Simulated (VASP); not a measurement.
# Mn (Im-3m) in VASP: notebook

The runs below take Mn through single point, with PBE.

Everything below comes from runs of VASP 6.6.1. Logs are shortened: lines on timing, memory, paths and dates and some standing lists are left out, and cuts for length are marked.

### 1 The cell of the first run

It takes space group Im-3m (No. 229, cubic). The conventional cell has a = 2.800 Å, b = 2.800 Å, c = 2.800 Å, α = 90.00°, β = 90.00°, γ = 90.00°. Mn (site symmetry m-3m) has 14 Mn at 2.42 to 2.80 Å within 3.2 Å.

### 2 Single point, PBE, non-collinear spin, typed start

File INCAR:

```
SYSTEM = Mn
PREC = Accurate ; ENCUT = 520
EDIFF = 1E-6 ; ISMEAR = 0
SIGMA = 0.1 ; LREAL = .FALSE.
LASPH = .TRUE. ; NELM = 150
ALGO = Normal ; ISIF = 2
LWAVE = .FALSE. ; LCHARG = .FALSE.
LNONCOLLINEAR = .TRUE. ; MAGMOM = 0 0 1 0 0 -1
LORBIT = 11 ; LMAXMIX = 4
GGA = PE ; NBANDS = 38
```

File KPOINTS:

```
regular mesh
0
G
  4 4 4
  0 0 0
```

File POSCAR:

```
Mn
1.0
    2.8000000000      0.0000000000      0.0000000000
    0.0000000000      2.8000000000      0.0000000000
    0.0000000000      0.0000000000      2.8000000000
Mn
2
Direct
    0.0000000000      0.0000000000      0.0000000000
    0.5000000000      0.5000000000      0.5000000000
```

Potentials or basis: VASP PAW PBE potentials, release 64 (Mn_pv).

On the command line:

```bash
> cat potpaw_PBE.64/Mn_pv/POTCAR > POTCAR
> mpirun -np 1 vasp_ncl > vasp.out
```

OUTCAR:

```text
SYSTEM = Mn
   PREC = Accurate
   ENCUT = 520
   EDIFF = 1E-6
   ISMEAR = 0
   LREAL = .FALSE.
   LASPH = .TRUE.
   NELM = 150
   ISIF = 2
   LNONCOLLINEAR = .TRUE.
   LORBIT = 11
   GGA = PE

 ion  position               nearest neighbor table
   1  0.000  0.000  0.000-   2 2.42   2 2.42   2 2.42   2 2.42   2 2.42   2 2.42   2 2.42   2 2.42

   2  0.500  0.500  0.500-   1 2.42   1 2.42   1 2.42   1 2.42   1 2.42   1 2.42   1 2.42   1 2.42

  LATTYP: Found a simple cubic cell.
 ALAT       =     2.8000000000

  Lattice vectors:

 A1 = (   2.8000000000,   0.0000000000,   0.0000000000)
 A2 = (   0.0000000000,   2.8000000000,   0.0000000000)
 A3 = (   0.0000000000,   0.0000000000,   2.8000000000)

Analysis of symmetry for initial positions (statically):
=====================================================================
 Subroutine PRICEL returns following result:

  LATTYP: Found a body centered cubic cell.
 ALAT       =     2.8000000000

  Lattice vectors:

 A1 = (   1.4000000000,   1.4000000000,  -1.4000000000)
 A2 = (  -1.4000000000,   1.4000000000,   1.4000000000)
 A3 = (   1.4000000000,  -1.4000000000,   1.4000000000)

   2 primitive cells build up your supercell.

 Routine SETGRP: Setting up the symmetry group for a
 simple cubic supercell.

 Subroutine GETGRP returns: Found 48 space group operations
 (whereof 48 operations were pure point group operations)
 out of a pool of 48 trial point group operations.

The static configuration has the point symmetry O_h .

Analysis of symmetry for dynamics (positions and initial velocities):
=====================================================================
 Subroutine PRICEL returns following result:

  LATTYP: Found a body centered cubic cell.
 ALAT       =     2.8000000000

  Lattice vectors:

 A1 = (   1.4000000000,   1.4000000000,  -1.4000000000)
 A2 = (  -1.4000000000,   1.4000000000,   1.4000000000)
 A3 = (   1.4000000000,  -1.4000000000,   1.4000000000)

   2 primitive cells build up your supercell.

 Routine SETGRP: Setting up the symmetry group for a
 simple cubic supercell.

 Subroutine GETGRP returns: Found 48 space group operations
 (whereof 48 operations were pure point group operations)
 out of a pool of 48 trial point group operations.

The dynamic configuration has the point symmetry O_h .

Analysis of structural, dynamic, and magnetic symmetry:
=====================================================================
 Subroutine PRICEL returns:
 Original cell was already a primitive cell.

 Routine SETGRP: Setting up the symmetry group for a
 simple cubic supercell.

 Subroutine GETGRP returns: Found 16 space group operations
 (whereof  8 operations were pure point group operations)
 out of a pool of 48 trial point group operations.

The overall configuration has the point symmetry C_4h.
 The point group associated with its full space group is D_4h.

 Subroutine INISYM returns: Found 16 space group operations
 (whereof  8 operations are pure point group operations),
 and found     1 'primitive' translations

----------------------------------------------------------------------------------------

                                     Primitive cell

  volume of cell :      21.9520

  direct lattice vectors                    reciprocal lattice vectors
     2.800000000  0.000000000  0.000000000     0.357142857  0.000000000  0.000000000
     0.000000000  2.800000000  0.000000000     0.000000000  0.357142857  0.000000000
     0.000000000  0.000000000  2.800000000     0.000000000  0.000000000  0.357142857

  length of vectors
     2.800000000  2.800000000  2.800000000     0.357142857  0.357142857  0.357142857

[... 28 lines left out ...]
     0.000000000  0.000000000  0.000000000

 Subroutine IBZKPT returns following result:
 ===========================================

 Found     18 irreducible k-points:

 Following reciprocal coordinates:
            Coordinates               Weight
  0.000000  0.000000  0.000000      1.000000
  0.250000  0.000000  0.000000      4.000000
  0.000000  0.000000  0.250000      2.000000
  0.500000  0.000000  0.000000      2.000000
  0.000000  0.000000  0.500000      1.000000
  0.250000  0.250000  0.000000      4.000000
[... 10 lines left out ...]
  0.250000  0.500000  0.500000      4.000000
  0.500000  0.500000  0.500000      1.000000
   k-points           NKPTS =     18   k-points in BZ     NKDIM =     18   number of bands    NBANDS=     38
   number of dos      NEDOS =    301   number of ions     NIONS =      2
   total plane-waves  NPLWV =  13824
   dimension x,y,z NGX =    24 NGY =   24 NGZ =   24
   dimension x,y,z NGXF=    48 NGYF=   48 NGZF=   48
   ions per type =               2
   NGX,Y,Z   is equivalent  to a cutoff of  14.25, 14.25, 14.25 a.u.
   NGXF,Y,Z  is equivalent  to a cutoff of  28.50, 28.50, 28.50 a.u.
 SYSTEM =  Mn
   PREC   = accura    normal or accurate (medium, high low for compatibility)
   ISTART =      0    job   : 0-new  1-cont  2-samecut
   ICHARG =      2    charge: 1-file 2-atom 10-const
   ISPIN  =      1    spin polarized calculation?
   LNONCOLLINEAR =      T non collinear calculations
   LSORBIT =      F    spin-orbit coupling
   LASPH  =      T    aspherical Exc in radial PAW
   ENCUT  =  520.0 eV  38.22 Ry    6.18 a.u.   5.21  5.21  5.21*2*pi/ulx,y,z
   NELM   =    150;   NELMIN=  2; NELMDL= -5     # of ELM steps
   EDIFF  = 0.1E-05   stopping-criterion for ELM
   LREAL  =      F    real-space projection
   EDIFFG = 0.1E-04   stopping-criterion for IOM
   NSW    =      0    number of steps for IOM
   IBRION =     -1    ionic relax: 0-MD 1-quasi-New 2-CG
   NFREE  =      0    steps in history (QN), initial steepest desc. (CG)
   ISIF   =      2    stress and relaxation
   ISYM   =      2    0-nonsym 1-usesym 2-fastsym
   POTIM  = 0.5000    time-step for ionic-motion
   TEBEG  =    0.0;   TEEND  =   0.0 temperature during run
   PSTRESS=    0.0 pullay stress
   NELECT =      26.0000    total number of electrons
   NUPDOWN=      -1.0000    fix difference up-down
   EMIN   =  10.00;   EMAX   =-10.00  energy-range for DOS
   EFERMI =   0.00;   METHOD = LEGACY
   ISMEAR =     0;   SIGMA  =   0.10  broadening in eV -4-tet -1-fermi 0-gaus
   EFERMI_NEDOS =   21; number of points for ismear=-14 and -15
   IALGO  =     38    algorithm
   IMIX   =      4    mixing-type and parameters
     AMIX     =   0.40;   BMIX     =  1.00
     AMIX_MAG =   1.60;   BMIX_MAG =  1.00
  volume/ion in A,a.u.               =      10.98        74.07
  Fermi-wavevector in a.u.,A,eV,Ry     =   1.732106  3.273207 40.820101  3.000193
  Thomas-Fermi vector in A             =   2.806346
   LORBIT       =     11    0 simple, 1 ext, 2 COOP (PROOUT), +10 PAW based schemes
   GGA     = PE    functional components
   LHFCALC =     F    Hartree Fock is set to
   AEXX    =    0.0000 exact exchange contribution
   IVDW    =     0    specifies the selected vdW correction
   LEPSILON=     F    determine dielectric tensor
   LRPA    =     F    only Hartree local field effects (RPA)
 Gauss-broadening in eV      SIGMA  =   0.10
  energy-cutoff  :      520.00
  volume of cell :       21.95
 maximum number of plane-waves:      1248
 NGX is ok and might be reduce to    24
   NGX = 11   NGY = 11   NGZ = 11

 number of electron      26.0000024 magnetization      -0.0000000     -0.0000000     -0.0000000

 number of electron      26.0000024 magnetization      -0.0000000      0.0000000     -0.0000000

 number of electron      26.0000024 magnetization       0.0000000      0.0000000      0.0000000

 number of electron      26.0000024 magnetization       0.0000000     -0.0000000      0.0000000

 Free energy of the ion-electron system (eV)
  ---------------------------------------------------
  ext. energy  EPLUGINS =         0.00000000
  ---------------------------------------------------
  free energy    TOTEN  =       -17.62909262 eV

  energy without entropy =      -17.60211187  energy(sigma->0) =      -17.61560224

 E-fermi :  10.6629     XC(G=0): -13.8825

 val. band max:       10.6109641845   @ k =   0.0000   0.2500   0.2500
 cond. band min:      10.6665494216   @ k =   0.2500   0.2500   0.0000
 fundamental gap:      0.0555852372
 Fermi energy:        10.6629071071

 k-point     1 :       0.0000    0.0000    0.0000
  band No.  band energies     occupation
      1     -37.8534      1.00000
      2     -37.8534      1.00000
      3     -37.8534      1.00000
      4     -37.8534      1.00000
      5     -37.8534      1.00000
      6     -37.8534      1.00000
[... 727 lines left out ...]
     37      20.2834      0.00000
     38      20.2835      0.00000

------------------------ aborting loop because EDIFF is reached ----------------------------------------

  FORCE on cell =-STRESS in cart. coord.  units (eV):
  Direction    XX          YY          ZZ          XY          YZ          ZX
  --------------------------------------------------------------------------------------
  -------------------------------------------------------------------------------------
  Total       -0.6950203     -0.6950203     -0.6950394      0.0000000     -0.0000000      0.0000000
  in kB      -50.7263889    -50.7263889    -50.7277873      0.0000000     -0.0000000      0.0000000
  external PRESSURE =     -50.7268550 kB  Pullay stress =       0.0000000 kB

 VOLUME and BASIS-vectors are now :
 -----------------------------------------------------------------------------
  energy-cutoff  :      520.00
  volume of cell :       21.95
      direct lattice vectors                 reciprocal lattice vectors
     2.800000000  0.000000000  0.000000000     0.357142857  0.000000000  0.000000000
     0.000000000  2.800000000  0.000000000     0.000000000  0.357142857  0.000000000
     0.000000000  0.000000000  2.800000000     0.000000000  0.000000000  0.357142857

 POSITION                                       TOTAL-FORCE (eV/Angst)
 -----------------------------------------------------------------------------------
      0.00000      0.00000      0.00000         0.000000      0.000000      0.000000
      1.40000      1.40000      1.40000         0.000000      0.000000      0.000000
 -----------------------------------------------------------------------------------
    total drift:                                0.000000     -0.000000     -0.000000

  FREE ENERGIE OF THE ION-ELECTRON SYSTEM (eV)
  ---------------------------------------------------
  free  energy   TOTEN  =       -17.6290926195 eV

  energy  without entropy=      -17.6021118668  energy(sigma->0) =      -17.61560224

 total charge

# of ion       s       p       d       tot
------------------------------------------
    1        0.410   6.374   5.158  11.943
    2        0.410   6.374   5.158  11.943
--------------------------------------------------
tot          0.820  12.749  10.317  23.886

 magnetization (x)

# of ion       s       p       d       tot
------------------------------------------
    1        0.000   0.000  -0.000  -0.000
    2        0.000   0.000  -0.000  -0.000
--------------------------------------------------
tot          0.000   0.000  -0.000  -0.000

 magnetization (y)

# of ion       s       p       d       tot
------------------------------------------
    1        0.000   0.000  -0.000  -0.000
    2       -0.000   0.000  -0.000  -0.000
--------------------------------------------------
tot         -0.000   0.000  -0.000  -0.000

 magnetization (z)

# of ion       s       p       d       tot
------------------------------------------
    1        0.000   0.000   0.008   0.008
    2       -0.000  -0.000  -0.008  -0.008
--------------------------------------------------
tot          0.000   0.000   0.000   0.000
```

Run time: 18 s. Hardware: 1 thread of Intel Xeon 6975P-C (Granite Rapids), shared host; peak memory 0.2 GiB.

Results:

```
Free energy                                           : -17.6291 eV
Pressure                                              : -5.1 GPa
Band gap on the k mesh                                : zero (band 26 reaches 11.31 eV, above the bottom of band 27 at 9.56 eV)
Net moment                                            : 0.00 μB per cell
Valence electrons inside the program's atomic spheres : Mn 11.94
```

Moments on the atoms (μB; x, y, z):
```
Mn   0.00  0.00  0.01
Mn   0.00  0.00 -0.01
```

Caveat: the k points lie up to 0.56 Å⁻¹ apart.

### 3 Single point, PBE, non-collinear spin, typed start

File INCAR:

```
SYSTEM = Mn
  ALGO = Normal
  EDIFF = 1E-6
  ENCUT = 520
  GGA = PE
  ISIF = 2
  ISMEAR = 0
  LASPH = .TRUE.
  LCHARG = .TRUE.
  LMAXMIX = 4
  LNONCOLLINEAR = .TRUE.
  LORBIT = 11
  LREAL = .FALSE.
  LVHAR = .TRUE.
  LWAVE = .FALSE.
  MAGMOM = 0 0 2 0 0 -2
  NBANDS = 38
  NELM = 150
  PREC = Accurate
  SIGMA = 0.1
```

File KPOINTS:

```
k-points
0
G
  4 4 4
  0 0 0
```

POSCAR is that of step 2.

Potentials or basis: VASP PAW PBE potentials, release 64 (Mn_pv).

On the command line:

```bash
> cat potpaw_PBE.64/Mn_pv/POTCAR > POTCAR
> mpirun -np 1 vasp_ncl > vasp.out
```

It took 19 s on 1 thread of Intel Xeon 6975P-C (Granite Rapids), shared host; peak memory 0.2 GiB.

It converged, with:

* Free energy: -17.6291 eV
* Pressure: -5.1 GPa
* Band gap on the k mesh: zero (band 26 reaches 11.30 eV, above the bottom of band 27 at 9.56 eV)
* Net moment: 0.00 μB per cell
* Valence electrons inside the program's atomic spheres: Mn 11.94

Levels at points of the mesh, in eV from the Fermi level:
```csv
k point,band 21,band 22,band 23,band 24,band 25,band 26,band 27,band 28,band 29,band 30
"(0.00, 0.00, 0.00)",-1.59,-1.59,-1.59,-1.59,0.30,0.30,0.30,0.30,1.50,1.50
"(0.50, 0.00, 0.00)",-1.11,-1.11,-1.11,-1.11,-1.10,-1.10,-1.10,-1.10,-0.12,-0.12
"(0.00, 0.00, 0.50)",-1.11,-1.11,-1.11,-1.11,-1.10,-1.10,-1.10,-1.10,-0.12,-0.12
"(0.50, 0.50, 0.00)",0.29,0.29,0.29,0.29,0.50,0.50,0.50,0.50,0.59,0.59
"(0.00, 0.50, 0.50)",0.29,0.29,0.29,0.29,0.50,0.50,0.50,0.50,0.59,0.59
"(0.50, 0.50, 0.50)",-2.92,-2.92,-2.92,-2.92,0.64,0.64,0.64,0.64,0.65,0.65
```

Moments on the atoms (μB; x, y, z):
```
Mn   0.00  0.00  0.01
Mn   0.00  0.00 -0.01
```

Caveat: the k points lie up to 0.56 Å⁻¹ apart; the starting moments collapsed, and a magnetic state may lie lower.

### 4 Single point, PBE, non-collinear spin, typed start

File INCAR:

```
SYSTEM = Mn
PREC     = Accurate       ! precision mode
ENCUT    = 520            ! plane-wave cutoff, eV
EDIFF    = 1E-6           ! SCF threshold, eV
ISMEAR   = 0              ! smearing method
SIGMA    = 0.1            ! smearing width, eV
LREAL    = .FALSE.        ! projectors in reciprocal space
LASPH    = .TRUE.         ! aspherical terms in the spheres
NELM     = 150            ! most SCF steps
ALGO     = Normal         ! electronic algorithm
ISIF     = 2              ! what is computed and relaxed
LWAVE    = .FALSE.        ! write WAVECAR
LCHARG   = .FALSE.        ! write CHGCAR
LNONCOLLINEAR= .TRUE.         ! non-collinear magnetism
MAGMOM   = 0 0 2.4 0 0 -2.4 ! initial moments
LORBIT   = 11             ! projections on sites
LMAXMIX  = 4              ! l up to which the mixer works
GGA      = PE             ! functional
NBANDS   = 38             ! bands
```

File KPOINTS:

```
Automatic mesh
0
G
  4 4 4
  0 0 0
```

POSCAR is that of step 3.

On the command line:

```bash
> cat potpaw_PBE.64/Mn_pv/POTCAR > POTCAR
> mpirun -np 1 vasp_ncl > vasp.out
```

It took 19 s on 1 thread of Intel Xeon 6975P-C (Granite Rapids), shared host; peak memory 0.2 GiB.

The run converged. Its results:

* Free energy: -17.6291 eV
* Pressure: -5.1 GPa
* Band gap on the k mesh: zero (band 26 reaches 11.30 eV, above the bottom of band 27 at 9.56 eV)
* Net moment: 0.00 μB per cell
* Valence electrons inside the program's atomic spheres: Mn 11.94

Levels at points of the mesh, in eV from the Fermi level:
| k point | band 22 | band 23 | band 24 | band 25 | band 26 | band 27 | band 28 | band 29 |
| --- | --- | --- | --- | --- | --- | --- | --- | --- |
| (0.00, 0.00, 0.00) | -1.59 | -1.59 | -1.59 | 0.30 | 0.30 | 0.30 | 0.30 | 1.50 |
| (0.50, 0.00, 0.00) | -1.11 | -1.11 | -1.11 | -1.10 | -1.10 | -1.10 | -1.10 | -0.12 |
| (0.00, 0.00, 0.50) | -1.11 | -1.11 | -1.11 | -1.10 | -1.10 | -1.10 | -1.10 | -0.12 |
| (0.50, 0.50, 0.00) | 0.29 | 0.29 | 0.29 | 0.50 | 0.50 | 0.50 | 0.50 | 0.59 |
| (0.00, 0.50, 0.50) | 0.29 | 0.29 | 0.29 | 0.50 | 0.50 | 0.50 | 0.50 | 0.59 |
| (0.50, 0.50, 0.50) | -2.92 | -2.92 | -2.92 | 0.64 | 0.64 | 0.64 | 0.64 | 0.65 |

Moments on the atoms (μB; x, y, z):
```
Mn   0.00  0.00  0.01
Mn   0.00  0.00 -0.01
```

Caveat: the k points lie up to 0.56 Å⁻¹ apart; the starting moments collapsed, and a magnetic state may lie lower.
